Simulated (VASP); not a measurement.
# MnS (Fm-3m) in VASP: notebook

Aim: see how the results for MnS move with the level of theory and the settings. Levels: r2SCAN, PBEsol+D4. Tasks: single point.

All numbers are computed with VASP 6.6.1; they aren't measurements. Logs are shortened: lines on timing, memory, paths and dates and some standing lists are left out, and cuts for length are marked.

## (1) The cell of the first run

The structure is cubic, space group Fm-3m (No. 225). The conventional cell has a = 5.311 Å, b = 5.311 Å, c = 5.311 Å, α = 90.00°, β = 90.00°, γ = 90.00°. Within 3.5 Å of Mn (site symmetry m-3m) lie 6 S at 2.66 Å. Within 3.5 Å of S (site symmetry m-3m) lie 6 Mn at 2.66 Å.

## (2) Single point, r2SCAN, collinear spin, ferromagnetic start

POSCAR

```
MnS
1.0
    0.0000000000      2.6555815960      2.6555815960
    2.6555815960      0.0000000000      2.6555815960
    2.6555815960      2.6555815960      0.0000000000
Mn S
1 1
Direct
    0.0000000000      0.0000000000      0.0000000000
    0.5000000000      0.5000000000      0.5000000000
```

INCAR.step1

```
SYSTEM = MnS
ALGO = Normal
EDIFF = 1E-4
ENCUT = 520
GGA = PE
ISMEAR = -1
ISPIN = 2
LASPH = .True.
LCHARG = .False.
LMAXMIX = 4
LREAL = .False.
LWAVE = .True.
MAGMOM = 4 0
NBANDS = 20
NELM = 150
PREC = Accurate
SIGMA = 0.05
```

INCAR.step2

```
SYSTEM = MnS
ALGO = Normal
EDIFF = 1E-7
ENCUT = 520
ISIF = 2
ISMEAR = -1
ISPIN = 2
ISTART = 1
LASPH = .True.
LCHARG = .False.
LMAXMIX = 4
LMIXTAU = .True.
LORBIT = 11
LREAL = .False.
LWAVE = .False.
MAGMOM = 4 0
METAGGA = R2SCAN
NBANDS = 20
NELM = 150
PREC = Accurate
SIGMA = 0.05
```

KPOINTS

```
k-points
0
Gamma
  9 9 9
  0 0 0
```

Potentials or basis: VASP PAW PBE potentials, release 64 (Mn_pv, S).

On the command line:

```
> cat potpaw_PBE.64/Mn_pv/POTCAR potpaw_PBE.64/S/POTCAR > POTCAR
> cp INCAR.step1 INCAR
> mpirun -np 1 vasp_std > vasp.out
> cp INCAR.step2 INCAR
> mpirun -np 1 vasp_std > vasp.out
```

OUTCAR:

```text
SYSTEM = MnS
   EDIFF = 1E-7
   ENCUT = 520
   ISIF = 2
   ISMEAR = -1
   ISPIN = 2
   ISTART = 1
   LASPH = .True.
   LORBIT = 11
   LREAL = .False.
   METAGGA = R2SCAN
   NELM = 150
   PREC = Accurate

 ion  position               nearest neighbor table
   1  0.000  0.000  0.000-   2 2.66   2 2.66   2 2.66   2 2.66   2 2.66   2 2.66
   2  0.500  0.500  0.500-   1 2.66   1 2.66   1 2.66   1 2.66   1 2.66   1 2.66

  LATTYP: Found a face centered cubic cell.
 ALAT       =     5.3111631920

  Lattice vectors:

 A1 = (   0.0000000000,   2.6555815960,   2.6555815960)
 A2 = (   2.6555815960,   0.0000000000,   2.6555815960)
 A3 = (   2.6555815960,   2.6555815960,   0.0000000000)

Analysis of symmetry for initial positions (statically):
=====================================================================
 Subroutine PRICEL returns:
 Original cell was already a primitive cell.

 Routine SETGRP: Setting up the symmetry group for a
 face centered cubic supercell.

 Subroutine GETGRP returns: Found 48 space group operations
 (whereof 48 operations were pure point group operations)
 out of a pool of 48 trial point group operations.

The static configuration has the point symmetry O_h .

Analysis of symmetry for dynamics (positions and initial velocities):
=====================================================================
 Subroutine PRICEL returns:
 Original cell was already a primitive cell.

 Routine SETGRP: Setting up the symmetry group for a
 face centered cubic supercell.

 Subroutine GETGRP returns: Found 48 space group operations
 (whereof 48 operations were pure point group operations)
 out of a pool of 48 trial point group operations.

The dynamic configuration has the point symmetry O_h .

Analysis of structural, dynamic, and magnetic symmetry:
=====================================================================
 Subroutine PRICEL returns:
 Original cell was already a primitive cell.

 Routine SETGRP: Setting up the symmetry group for a
 face centered cubic supercell.

 Subroutine GETGRP returns: Found 48 space group operations
 (whereof 48 operations were pure point group operations)
 out of a pool of 48 trial point group operations.

The overall configuration has the point symmetry O_h .

 Subroutine INISYM returns: Found 48 space group operations
 (whereof 48 operations are pure point group operations),
 and found     1 'primitive' translations

----------------------------------------------------------------------------------------

[... 114 lines left out ...]
  Fermi-wavevector in a.u.,A,eV,Ry     =   1.305639  2.467300 23.193752  1.704693
  Thomas-Fermi vector in A             =   2.436494
   LORBIT       =     11    0 simple, 1 ext, 2 COOP (PROOUT), +10 PAW based schemes
   METAGGA = R2SCAN    functional components
   LHFCALC =     F    Hartree Fock is set to
   AEXX    =    0.0000 exact exchange contribution
   IVDW    =     0    specifies the selected vdW correction
   LEPSILON=     F    determine dielectric tensor
   LRPA    =     F    only Hartree local field effects (RPA)
 spin polarized calculation
  energy-cutoff  :      520.00
  volume of cell :       37.45
 maximum number of plane-waves:      1022
   NGX = 13   NGY = 13   NGZ = 13

 number of electron      19.0000008 magnetization       4.9981868

 Free energy of the ion-electron system (eV)
  ---------------------------------------------------
  ext. energy  EPLUGINS =         0.00000000
  ---------------------------------------------------
  free energy    TOTEN  =       -24.85278291 eV

  energy without entropy =      -24.85239210  energy(sigma->0) =      -24.85258750

 E-fermi :   6.0108     XC(G=0): -10.9088

 val. band max:        5.7978300465   @ k =   0.4444   0.0000   0.0000
 cond. band min:       6.1173359120   @ k =   0.4444   0.4444   0.0000
 fundamental gap:      0.3195058655
 Fermi energy:         6.0108028605

 spin component 1

 k-point     1 :       0.0000    0.0000    0.0000
  band No.  band energies     occupation
      1     -47.3283      1.00000
      2     -47.3283      1.00000
      3     -47.3282      1.00000
      4      -8.8352      1.00000
      5       1.9633      1.00000
      6       1.9633      1.00000
[... 541 lines left out ...]
     19      20.9415      0.00000
     20      20.9415      0.00000

 [... further k-points ...]

 spin component 2

 k-point     1 :       0.0000    0.0000    0.0000
  band No.  band energies     occupation
      1     -41.0200      1.00000
      2     -41.0199      1.00000
      3     -41.0199      1.00000
      4      -8.5095      1.00000
      5       4.3401      1.00000
      6       4.3401      1.00000
[... 541 lines left out ...]
     19      21.6009      0.00000
     20      21.6009      0.00000

 [... further k-points ...]

------------------------ aborting loop because EDIFF is reached ----------------------------------------

  FORCE on cell =-STRESS in cart. coord.  units (eV):
  Direction    XX          YY          ZZ          XY          YZ          ZX
  --------------------------------------------------------------------------------------
  -------------------------------------------------------------------------------------
  Total       -0.9231736     -0.9231736     -0.9231736      0.0000000      0.0000000     -0.0000000
  in kB      -39.4898076    -39.4898076    -39.4898076      0.0000000      0.0000000     -0.0000000
  external PRESSURE =     -39.4898076 kB  Pullay stress =       0.0000000 kB

 VOLUME and BASIS-vectors are now :
 -----------------------------------------------------------------------------
  energy-cutoff  :      520.00
  volume of cell :       37.45
      direct lattice vectors                 reciprocal lattice vectors
     0.000000000  2.655581596  2.655581596    -0.188282673  0.188282673  0.188282673
     2.655581596  0.000000000  2.655581596     0.188282673 -0.188282673  0.188282673
     2.655581596  2.655581596  0.000000000     0.188282673  0.188282673 -0.188282673

 POSITION                                       TOTAL-FORCE (eV/Angst)
 -----------------------------------------------------------------------------------
      0.00000      0.00000      0.00000         0.000000      0.000000     -0.000000
      2.65558      2.65558      2.65558        -0.000000     -0.000000      0.000000
 -----------------------------------------------------------------------------------
    total drift:                               -0.000000      0.000000      0.000000

  FREE ENERGIE OF THE ION-ELECTRON SYSTEM (eV)
  ---------------------------------------------------
  free  energy   TOTEN  =       -24.8527829063 eV

  energy  without entropy=      -24.8523920985  energy(sigma->0) =      -24.85258750

 total charge

# of ion       s       p       d       tot
------------------------------------------
    1        0.208   6.143   4.879  11.230
    2        1.310   2.457   0.000   3.767
--------------------------------------------------
tot          1.518   8.600   4.879  14.996

 magnetization (x)

# of ion       s       p       d       tot
------------------------------------------
    1        0.050   0.034   4.443   4.527
    2        0.027   0.098   0.000   0.126
--------------------------------------------------
tot          0.077   0.132   4.443   4.653
```

OUTCAR.step1:

```text
SYSTEM = MnS
   EDIFF = 1E-4
   ENCUT = 520
   GGA = PE
   ISMEAR = -1
   ISPIN = 2
   LASPH = .True.
   LREAL = .False.
[... 1343 lines left out ...]
      0.00000      0.00000      0.00000         0.000000     -0.000000      0.000000
      2.65558      2.65558      2.65558        -0.000000      0.000000     -0.000000
 -----------------------------------------------------------------------------------
    total drift:                               -0.000000      0.000000      0.000000

  FREE ENERGIE OF THE ION-ELECTRON SYSTEM (eV)
  ---------------------------------------------------
  free  energy   TOTEN  =       -14.0135543227 eV

  energy  without entropy=      -14.0082441264  energy(sigma->0) =      -14.01089922
```

Wall time 5 min (1 thread of AMD EPYC 7R43 (Zen 3), shared host); peak memory 0.17 GiB.

Results:

```yaml
Free_energy: -24.8528 eV
Pressure: -3.9 GPa
Band_gap_on_the_k_mesh: 0.32 eV, indirect (least direct gap 2.09 eV)
Net_moment: 5.00 μB per cell
Site_moments: Mn +4.53; S +0.13 μB
Valence_electrons_inside_the_program's_atomic_spheres: Mn 11.23; S 3.77
```

Levels at points of the mesh, in eV from the valence-band top:
Spin up:
```
           k point  band 8  band 9  band 10  band 11  band 12  band 13  band 14  band 15  band 16  band 17
(0.00, 0.00, 0.00)   -3.77   -3.77    -1.76    -1.76    -1.76     1.88     8.93     8.93     8.93    11.22
```
Spin down:
| k point | band 5 | band 6 | band 7 | band 8 | band 9 | band 10 |
| --- | --- | --- | --- | --- | --- | --- |
| (0.00, 0.00, 0.00) | -1.46 | -1.46 | -1.46 | 1.43 | 1.43 | 1.45 |

Caveat: the PAW data sets were made with another functional, which shifts forces and pressure a little; a cell with one magnetic atom can't hold antiferromagnetic order, which such compounds often take.

## (3) Single point, PBEsol+D4, collinear spin, ferromagnetic start

This run uses another cell than the first one, of 14.45 Å³/atom, 0.772 times its volume.

INCAR

```
SYSTEM = MnS
PREC = Accurate
ENCUT = 520
EDIFF = 1E-6
ISMEAR = -1
SIGMA = 0.05
LREAL = .False.
LASPH = .True.
NELM = 150
ALGO = Normal
ISIF = 2
LWAVE = .False.
LCHARG = .False.
ISPIN = 2
MAGMOM = 4 0
LORBIT = 11
LMAXMIX = 4
GGA = PS
IVDW = 13
NBANDS = 20
```

KPOINTS

```
regular mesh
0
Gamma
  9 9 9
  0 0 0
```

POSCAR

```
MnS
1.0
    0.0000000000      2.4356731565      2.4356731565
    2.4356731565      0.0000000000      2.4356731565
    2.4356731565      2.4356731565      0.0000000000
Mn S
1 1
Direct
    0.0000000000      0.0000000000      0.0000000000
    0.5000000000      0.5000000000      0.5000000000
```

Potentials or basis: VASP PAW PBE potentials, release 64 (Mn_pv, S).

On the command line:

```
> cat potpaw_PBE.64/Mn_pv/POTCAR potpaw_PBE.64/S/POTCAR > POTCAR
> mpirun -np 1 vasp_std > vasp.out
```

It took 1.8 min on 1 thread of Intel Xeon Platinum 8375C at 2.90GHz (Ice Lake), shared host; peak memory 0.19 GiB.

It converged, with:

| Item | Value |
| --- | --- |
| Free energy | -15.5336 eV |
| Pressure | 0.2 GPa |
| Net moment | 3.94 μB per cell |
| Site moments | Mn +3.65; S +0.05 μB |
| Valence electrons inside the program's atomic spheres | Mn 11.56; S 3.73 |
| Dispersion energy per atom | -0.277 eV |

Levels at points of the mesh, in eV from the Fermi level:
Spin up:
```csv
k point,band 9,band 10,band 11,band 12,band 13,band 14,band 15,band 16
"(0.00, 0.00, 0.00)",-3.23,-2.03,-2.03,-2.03,3.47,9.17,9.17,9.17
```
Spin down:
```csv
k point,band 4,band 5,band 6,band 7,band 8,band 9,band 10,band 11,band 12,band 13
"(0.00, 0.00, 0.00)",-15.73,-1.82,-1.82,-1.82,-0.39,-0.39,-0.39,-0.25,-0.25,4.21
```

Caveat: the PAW data sets were made with another functional, which shifts forces and pressure a little; a cell with one magnetic atom can't hold antiferromagnetic order, which such compounds often take; semilocal functionals often make such compounds metallic where correlation or magnetic order opens a gap, which also shifts bond lengths; pairwise dispersion overbinds metals, which lowers pressure and volume.
